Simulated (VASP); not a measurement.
# ZnSe (F-43m) in VASP: notebook

The runs below take ZnSe through single point, with r2SCAN.

Everything below comes from runs of VASP 6.6.1. Logs are shortened: lines on timing, memory, paths and dates and some standing lists are left out, and cuts for length are marked.

## (1) The cell of the first run

It takes space group F-43m (No. 216, cubic). The conventional cell has a = 5.370 Å, b = 5.370 Å, c = 5.370 Å, α = 90.00°, β = 90.00°, γ = 90.00°. Zn (site symmetry -43m) has 4 Se at 2.33 Å within 3.1 Å. Within 3.1 Å of Se (site symmetry -43m) lie 4 Zn at 2.33 Å.

## (2) Single point, r2SCAN

Input file POSCAR:

```
ZnSe
1.0
    0.0000000000      2.6850642305      2.6850642305
    2.6850642305      0.0000000000      2.6850642305
    2.6850642305      2.6850642305      0.0000000000
Zn Se
1 1
Direct
    0.0000000000      0.0000000000      0.0000000000
    0.7500000000      0.7500000000      0.7500000000
```

Input file INCAR.step1:

```
SYSTEM = ZnSe
ALGO     = Normal         ! electronic algorithm
EDIFF    = 1E-4           ! SCF threshold, eV
ENCUT    = 520            ! plane-wave cutoff, eV
GGA      = PE             ! functional
ISMEAR   = 0              ! smearing method
LASPH    = .True.         ! aspherical terms in the spheres
LCHARG   = .False.        ! write CHGCAR
LREAL    = .False.        ! projectors in reciprocal space
LWAVE    = .True.         ! write WAVECAR
NBANDS   = 16             ! bands
NELM     = 100            ! most SCF steps
PREC     = Accurate       ! precision mode
SIGMA    = 0.01           ! smearing width, eV
```

Input file INCAR.step2:

```
SYSTEM = ZnSe
ALGO     = Normal         ! electronic algorithm
EDIFF    = 1E-7           ! SCF threshold, eV
ENCUT    = 520            ! plane-wave cutoff, eV
ISIF     = 2              ! what is computed and relaxed
ISMEAR   = 0              ! smearing method
ISTART   = 1            
LASPH    = .True.         ! aspherical terms in the spheres
LCHARG   = .False.        ! write CHGCAR
LMIXTAU  = .True.       
LREAL    = .False.        ! projectors in reciprocal space
LWAVE    = .False.        ! write WAVECAR
METAGGA  = R2SCAN         ! meta-GGA
NBANDS   = 16             ! bands
NELM     = 100            ! most SCF steps
PREC     = Accurate       ! precision mode
SIGMA    = 0.01           ! smearing width, eV
```

Input file KPOINTS:

```
k-points
0
Gamma
  8 8 8
  0 0 0
```

Potentials or basis: VASP PAW PBE potentials, release 64 (Zn, Se).

On the command line:

```sh
> cat potpaw_PBE.64/Zn/POTCAR potpaw_PBE.64/Se/POTCAR > POTCAR
> cp INCAR.step1 INCAR
> mpirun -np 1 vasp_std > vasp.out
> cp INCAR.step2 INCAR
> mpirun -np 1 vasp_std > vasp.out
```

OUTCAR:

```text
SYSTEM = ZnSe
   EDIFF = 1E-7
   ENCUT = 520
   ISIF = 2
   ISMEAR = 0
   ISTART = 1
   LASPH = .True.
   LREAL = .False.
   METAGGA = R2SCAN
   NELM = 100
   PREC = Accurate

 ion  position               nearest neighbor table
   1  0.000  0.000  0.000-   2 2.33   2 2.33   2 2.33   2 2.33
   2  0.750  0.750  0.750-   1 2.33   1 2.33   1 2.33   1 2.33

  LATTYP: Found a face centered cubic cell.
 ALAT       =     5.3701284610

  Lattice vectors:

 A1 = (   0.0000000000,   2.6850642305,   2.6850642305)
 A2 = (   2.6850642305,   0.0000000000,   2.6850642305)
 A3 = (   2.6850642305,   2.6850642305,   0.0000000000)

Analysis of symmetry for initial positions (statically):
[... 5 lines left out ...]
 face centered cubic supercell.

 Subroutine GETGRP returns: Found 24 space group operations
 (whereof 24 operations were pure point group operations)
 out of a pool of 48 trial point group operations.

The static configuration has the point symmetry T_d .

Analysis of symmetry for dynamics (positions and initial velocities):
[... 5 lines left out ...]
 face centered cubic supercell.

 Subroutine GETGRP returns: Found 24 space group operations
 (whereof 24 operations were pure point group operations)
 out of a pool of 48 trial point group operations.

The dynamic configuration has the point symmetry T_d .

 Subroutine INISYM returns: Found 24 space group operations
 (whereof 24 operations are pure point group operations),
 and found     1 'primitive' translations

----------------------------------------------------------------------------------------

                                     Primitive cell

  volume of cell :      38.7163

  direct lattice vectors                    reciprocal lattice vectors
     0.000000000  2.685064231  2.685064231    -0.186215285  0.186215285  0.186215285
     2.685064231  0.000000000  2.685064231     0.186215285 -0.186215285  0.186215285
     2.685064231  2.685064231  0.000000000     0.186215285  0.186215285 -0.186215285

  length of vectors
     3.797254251  3.797254251  3.797254251     0.322534334  0.322534334  0.322534334

  position of ions in fractional coordinates (direct lattice)
     0.000000000  0.000000000  0.000000000
     0.750000000  0.750000000  0.750000000

  ion indices of the primitive-cell ions
   primitive index   ion index
                 1           1
                 2           2

----------------------------------------------------------------------------------------

 KPOINTS: k-points

Automatic generation of k-mesh.
 Grid dimensions read from file:
 generate k-points for:    8    8    8

 Generating k-lattice:

  Cartesian coordinates                     Fractional coordinates (reciprocal lattice)
    -0.023276911  0.023276911  0.023276911     0.125000000  0.000000000  0.000000000
     0.023276911 -0.023276911  0.023276911     0.000000000  0.125000000  0.000000000
     0.023276911  0.023276911 -0.023276911     0.000000000  0.000000000  0.125000000

  Length of vectors
     0.040316792  0.040316792  0.040316792

  Shift w.r.t. Gamma in fractional coordinates (k-lattice)
     0.000000000  0.000000000  0.000000000

 Subroutine IBZKPT returns following result:
 ===========================================

 Found     29 irreducible k-points:

 Following reciprocal coordinates:
            Coordinates               Weight
  0.000000  0.000000  0.000000      1.000000
  0.125000  0.000000  0.000000      8.000000
  0.250000  0.000000  0.000000      8.000000
  0.375000  0.000000  0.000000      8.000000
  0.500000  0.000000  0.000000      4.000000
  0.125000  0.125000  0.000000      6.000000
[... 16 lines left out ...]
  0.500000  0.250000  0.125000     48.000000
 -0.375000  0.250000  0.125000     24.000000
 [... further k-points ...]
   k-points           NKPTS =     29   k-points in BZ     NKDIM =     29   number of bands    NBANDS=     16
   number of dos      NEDOS =    301   number of ions     NIONS =      2
   total plane-waves  NPLWV =  21952
   dimension x,y,z NGX =    28 NGY =   28 NGZ =   28
   dimension x,y,z NGXF=    56 NGYF=   56 NGZF=   56
   ions per type =               1   1
   NGX,Y,Z   is equivalent  to a cutoff of  12.26, 12.26, 12.26 a.u.
   NGXF,Y,Z  is equivalent  to a cutoff of  24.52, 24.52, 24.52 a.u.
 SYSTEM =  ZnSe
   PREC   = accura    normal or accurate (medium, high low for compatibility)
   ISTART =      1    job   : 0-new  1-cont  2-samecut
   ICHARG =      0    charge: 1-file 2-atom 10-const
   ISPIN  =      1    spin polarized calculation?
   LNONCOLLINEAR =      F non collinear calculations
   LSORBIT =      F    spin-orbit coupling
   LASPH  =      T    aspherical Exc in radial PAW
   ENCUT  =  520.0 eV  38.22 Ry    6.18 a.u.   7.06  7.06  7.06*2*pi/ulx,y,z
   NELM   =    100;   NELMIN=  2; NELMDL=  0     # of ELM steps
   EDIFF  = 0.1E-06   stopping-criterion for ELM
   LREAL  =      F    real-space projection
   EDIFFG = 0.1E-05   stopping-criterion for IOM
   NSW    =      0    number of steps for IOM
   IBRION =     -1    ionic relax: 0-MD 1-quasi-New 2-CG
   NFREE  =      0    steps in history (QN), initial steepest desc. (CG)
   ISIF   =      2    stress and relaxation
   ISYM   =      2    0-nonsym 1-usesym 2-fastsym
   POTIM  = 0.5000    time-step for ionic-motion
   TEBEG  =    0.0;   TEEND  =   0.0 temperature during run
   PSTRESS=    0.0 pullay stress
   NELECT =      18.0000    total number of electrons
   NUPDOWN=      -1.0000    fix difference up-down
   EMIN   =  10.00;   EMAX   =-10.00  energy-range for DOS
   EFERMI =   0.00;   METHOD = LEGACY
   ISMEAR =     0;   SIGMA  =   0.01  broadening in eV -4-tet -1-fermi 0-gaus
   EFERMI_NEDOS =   21; number of points for ismear=-14 and -15
   IALGO  =     38    algorithm
   IMIX   =      4    mixing-type and parameters
     AMIX     =   0.40;   BMIX     =  1.00
     AMIX_MAG =   1.60;   BMIX_MAG =  1.00
  volume/ion in A,a.u.               =      19.36       130.64
  Fermi-wavevector in a.u.,A,eV,Ry     =   1.268239  2.396624 21.884009  1.608429
  Thomas-Fermi vector in A             =   2.401344
   LORBIT       =      0    0 simple, 1 ext, 2 COOP (PROOUT), +10 PAW based schemes
   METAGGA = R2SCAN    functional components
   LHFCALC =     F    Hartree Fock is set to
   AEXX    =    0.0000 exact exchange contribution
   IVDW    =     0    specifies the selected vdW correction
   LEPSILON=     F    determine dielectric tensor
   LRPA    =     F    only Hartree local field effects (RPA)
 non-spin polarized calculation
 Gauss-broadening in eV      SIGMA  =   0.01
  energy-cutoff  :      520.00
  volume of cell :       38.72
 maximum number of plane-waves:      1056
   NGX = 15   NGY = 15   NGZ = 15

 number of electron      18.0000012 magnetization

 Free energy of the ion-electron system (eV)
  ---------------------------------------------------
  ext. energy  EPLUGINS =         0.00000000
  ---------------------------------------------------
  free energy    TOTEN  =       -24.63184175 eV

  energy without entropy =      -24.63184175  energy(sigma->0) =      -24.63184175

 E-fermi :   2.9248     XC(G=0): -10.7377

 val. band max:        2.8440191184   @ k =   0.0000   0.0000   0.0000
 cond. band min:       5.4550086290   @ k =   0.0000   0.0000   0.0000
 fundamental gap:      2.6109895106
 Fermi energy:         2.9248487743

 k-point     1 :       0.0000    0.0000    0.0000
  band No.  band energies     occupation
      1     -12.0991      2.00000
      2      -4.5878      2.00000
      3      -4.5878      2.00000
      4      -4.5878      2.00000
      5      -4.0024      2.00000
      6      -4.0024      2.00000
[... 8 lines left out ...]
     15      15.1868      0.00000
     16      15.1868      0.00000

 k-point     2 :       0.1250    0.0000    0.0000
  band No.  band energies     occupation
      1     -11.9600      2.00000
      2      -4.5912      2.00000
      3      -4.5641      2.00000
      4      -4.5641      2.00000
      5      -4.0049      2.00000
      6      -4.0049      2.00000
[... 8 lines left out ...]
     15      14.2575      0.00000
     16      15.0127      0.00000

 k-point     3 :       0.2500    0.0000    0.0000
  band No.  band energies     occupation
      1     -11.5925      2.00000
      2      -4.5560      2.00000
      3      -4.5118      2.00000
      4      -4.5118      2.00000
      5      -4.0032      2.00000
      6      -4.0032      2.00000
[... 8 lines left out ...]
     15      14.0322      0.00000
     16      14.5183      0.00000

 k-point     4 :       0.3750    0.0000    0.0000
  band No.  band energies     occupation
      1     -11.1664      2.00000
      2      -4.4695      2.00000
      3      -4.4694      2.00000
      4      -4.3440      2.00000
      5      -3.9871      2.00000
      6      -3.9870      2.00000
[... 8 lines left out ...]
     15      15.4575      0.00000
     16      15.4576      0.00000

 k-point     5 :       0.5000    0.0000    0.0000
  band No.  band energies     occupation
      1     -10.9665      2.00000
      2      -4.4557      2.00000
      3      -4.4557      2.00000
      4      -3.9751      2.00000
      5      -3.9750      2.00000
      6      -3.7988      2.00000
[... 8 lines left out ...]
     15      17.3266      0.00000
     16      17.3267      0.00000

 k-point     6 :       0.1250    0.1250    0.0000
  band No.  band energies     occupation
      1     -11.9134      2.00000
      2      -4.6148      2.00000
      3      -4.5445      2.00000
      4      -4.5445      2.00000
      5      -4.0211      2.00000
      6      -3.9914      2.00000
[... 8 lines left out ...]
     15      15.4330      0.00000
     16      15.6347      0.00000

 k-point     7 :       0.2500    0.1250    0.0000
  band No.  band energies     occupation
      1     -11.6207      2.00000
      2      -4.6144      2.00000
      3      -4.4906      2.00000
      4      -4.4895      2.00000
      5      -4.0307      2.00000
      6      -3.9817      2.00000
[... 8 lines left out ...]
     15      15.2819      0.00000
     16      16.2262      0.00000

 k-point     8 :       0.3750    0.1250    0.0000
  band No.  band energies     occupation
      1     -11.2065      2.00000
      2      -4.5244      2.00000
      3      -4.4393      2.00000
      4      -4.3992      2.00000
      5      -4.0058      2.00000
      6      -3.9709      2.00000
[... 8 lines left out ...]
     15      15.8061      0.00000
     16      16.2891      0.00000

 k-point     9 :       0.5000    0.1250    0.0000
  band No.  band energies     occupation
      1     -10.9172      2.00000
      2      -4.4627      2.00000
      3      -4.4208      2.00000
      4      -4.1023      2.00000
      5      -3.9719      2.00000
      6      -3.8542      2.00000
[... 8 lines left out ...]
     15      16.9679      0.00000
     16      17.3364      0.00000
[... 172 lines left out ...]
 k-point    19 :       0.5000    0.3750    0.0000
  band No.  band energies     occupation
      1     -10.6407      2.00000
      2      -4.6217      2.00000
      3      -4.2374      2.00000
      4      -4.2126      2.00000
      5      -3.9409      2.00000
      6      -3.7943      2.00000
[... 8 lines left out ...]
     15      17.8176      0.00000
     16      19.1048      0.00000

 k-point    20 :      -0.3750    0.3750    0.0000
  band No.  band energies     occupation
      1     -10.6037      2.00000
      2      -4.5227      2.00000
      3      -4.2689      2.00000
      4      -4.1319      2.00000
      5      -3.9710      2.00000
      6      -3.6139      2.00000
[... 8 lines left out ...]
     15      15.9321      0.00000
     16      20.5000      0.00000

 k-point    21 :       0.5000    0.5000    0.0000
  band No.  band energies     occupation
      1     -10.5739      2.00000
      2      -4.6731      2.00000
      3      -4.1986      2.00000
      4      -4.1986      2.00000
      5      -3.9268      2.00000
      6      -3.7589      2.00000
[... 8 lines left out ...]
     15      17.9146      0.00000
     16      18.7323      0.00000

 k-point    22 :       0.3750    0.2500    0.1250
  band No.  band energies     occupation
      1     -11.3006      2.00000
      2      -4.5867      2.00000
      3      -4.4402      2.00000
      4      -4.4140      2.00000
      5      -4.0302      2.00000
      6      -3.9651      2.00000
[... 8 lines left out ...]
     15      16.4188      0.00000
     16      18.0308      0.00000

 k-point    23 :       0.5000    0.2500    0.1250
  band No.  band energies     occupation
      1     -10.9401      2.00000
      2      -4.4782      2.00000
      3      -4.4057      2.00000
      4      -4.2644      2.00000
      5      -3.9900      2.00000
      6      -3.9358      2.00000
[... 8 lines left out ...]
     15      16.9797      0.00000
     16      17.9841      0.00000

 k-point    24 :      -0.3750    0.2500    0.1250
  band No.  band energies     occupation
      1     -10.7757      2.00000
      2      -4.4516      2.00000
      3      -4.3803      2.00000
      4      -4.0824      2.00000
      5      -3.9976      2.00000
      6      -3.7154      2.00000
[... 8 lines left out ...]
     15      16.8558      0.00000
     16      18.0349      0.00000

 [... further k-points ...]
[... 5 lines left out ...]
  --------------------------------------------------------------------------------------
  -------------------------------------------------------------------------------------
  Total        3.6731935      3.6731935      3.6731935     -0.0000000     -0.0000000      0.0000000
  in kB      152.0058686    152.0058686    152.0058686     -0.0000000     -0.0000000      0.0000000
  external PRESSURE =     152.0058686 kB  Pullay stress =       0.0000000 kB

 VOLUME and BASIS-vectors are now :
 -----------------------------------------------------------------------------
  energy-cutoff  :      520.00
  volume of cell :       38.72
      direct lattice vectors                 reciprocal lattice vectors
     0.000000000  2.685064231  2.685064231    -0.186215285  0.186215285  0.186215285
     2.685064231  0.000000000  2.685064231     0.186215285 -0.186215285  0.186215285
     2.685064231  2.685064231  0.000000000     0.186215285  0.186215285 -0.186215285

 POSITION                                       TOTAL-FORCE (eV/Angst)
 -----------------------------------------------------------------------------------
      0.00000      0.00000      0.00000        -0.000000     -0.000000     -0.000000
      4.02760      4.02760      4.02760         0.000000      0.000000      0.000000
 -----------------------------------------------------------------------------------
    total drift:                               -0.000022     -0.000022     -0.000022

  FREE ENERGIE OF THE ION-ELECTRON SYSTEM (eV)
  ---------------------------------------------------
  free  energy   TOTEN  =       -24.6318417461 eV

  energy  without entropy=      -24.6318417461  energy(sigma->0) =      -24.63184175
```

Wall time 82 s (1 thread of Intel Xeon Platinum 8259CL at 2.50GHz (Skylake/Cascade Lake), shared host); peak memory 0.17 GiB.

Results:

```yaml
Free_energy: -24.6318 eV
Pressure: 15.2 GPa
Band_gap_on_the_k_mesh: 2.61 eV, direct
```

Levels at points of the mesh, in eV from the valence-band top:
```csv
k point,band 7,band 8,band 9,band 10,band 11,band 12
"(0.00, 0.00, 0.00)",0.00,0.00,0.00,2.61,6.20,6.20
"(0.50, 0.00, 0.00)",-6.48,-1.16,-1.16,3.35,6.77,6.77
"(0.50, 0.50, 0.00)",-5.56,-2.90,-2.90,2.92,3.77,12.93
```

Caveat: the PAW data sets were made with another functional, which shifts forces and pressure a little. A k mesh can miss the band edges.

## (3) Single point, r2SCAN

This run uses another cell than the first one, of 20.21 Å³/atom, 1.044 times its volume.

Input file POSCAR:

```
ZnSe
1.0
    0.0000000000      2.7236948199      2.7236948199
    2.7236948199      0.0000000000      2.7236948199
    2.7236948199      2.7236948199      0.0000000000
Zn Se
1 1
Direct
    0.0000000000      0.0000000000      0.0000000000
    0.7500000000      0.7500000000      0.7500000000
```

Input file INCAR.step1:

```
PREC     = Accurate       # precision mode
ENCUT    = 520            # plane-wave cutoff, eV
ISMEAR   = 0              # smearing method
SIGMA    = 0.01           # smearing width, eV
LREAL    = False          # projectors in reciprocal space
LASPH    = True           # aspherical terms in the spheres
NELM     = 60             # most SCF steps
NBANDS   = 16             # bands
GGA      = PE             # functional
ALGO     = Normal         # electronic algorithm
EDIFF    = 1E-4           # SCF threshold, eV
LWAVE    = True           # write WAVECAR
LCHARG   = False          # write CHGCAR
```

Input file INCAR.step2:

```
PREC     = Accurate       # precision mode
ENCUT    = 520            # plane-wave cutoff, eV
EDIFF    = 1E-7           # SCF threshold, eV
ISMEAR   = 0              # smearing method
SIGMA    = 0.01           # smearing width, eV
LREAL    = False          # projectors in reciprocal space
LASPH    = True           # aspherical terms in the spheres
NELM     = 60             # most SCF steps
ALGO     = Normal         # electronic algorithm
ISIF     = 2              # what is computed and relaxed
LWAVE    = False          # write WAVECAR
LCHARG   = False          # write CHGCAR
METAGGA  = R2SCAN         # meta-GGA
LMIXTAU  = True         
NBANDS   = 16             # bands
ISTART   = 1
```

Input file KPOINTS:

```
Automatic mesh
0
Gamma
  8 8 8
```

Potentials or basis: VASP PAW PBE potentials, release 64 (Zn, Se).

On the command line:

```sh
> cat potpaw_PBE.64/Zn/POTCAR potpaw_PBE.64/Se/POTCAR > POTCAR
> cp INCAR.step1 INCAR
> mpirun -np 1 vasp_std > vasp.out
> cp INCAR.step2 INCAR
> mpirun -np 1 vasp_std > vasp.out
```

Run time: 1.8 min. Hardware: 1 thread of Intel Xeon Platinum 8259CL at 2.50GHz (Skylake/Cascade Lake), shared host; peak memory 0.18 GiB.

The run converged. Its results:

- Free energy: -24.7651 eV
- Pressure: 10.2 GPa
- Band gap on the k mesh: 2.41 eV, direct

Levels at points of the mesh, in eV from the valence-band top:
| k point | band 5 | band 6 | band 7 | band 8 | band 9 | band 10 | band 11 | band 12 | band 13 | band 14 |
| --- | --- | --- | --- | --- | --- | --- | --- | --- | --- | --- |
| (0.00, 0.00, 0.00) | -6.67 | -6.67 | 0.00 | 0.00 | 0.00 | 2.41 | 6.24 | 6.24 | 6.24 | 11.12 |
| (0.50, 0.00, 0.00) | -6.65 | -6.47 | -6.16 | -1.08 | -1.08 | 3.27 | 6.80 | 6.80 | 9.37 | 12.44 |
| (0.50, 0.50, 0.00) | -6.60 | -6.44 | -5.34 | -2.71 | -2.71 | 3.04 | 3.81 | 12.53 | 12.94 | 12.94 |

Caveat: the PAW data sets were made with another functional, which shifts forces and pressure a little. r2SCAN opens gaps a little over a GGA but as a rule still falls short of measured ones.
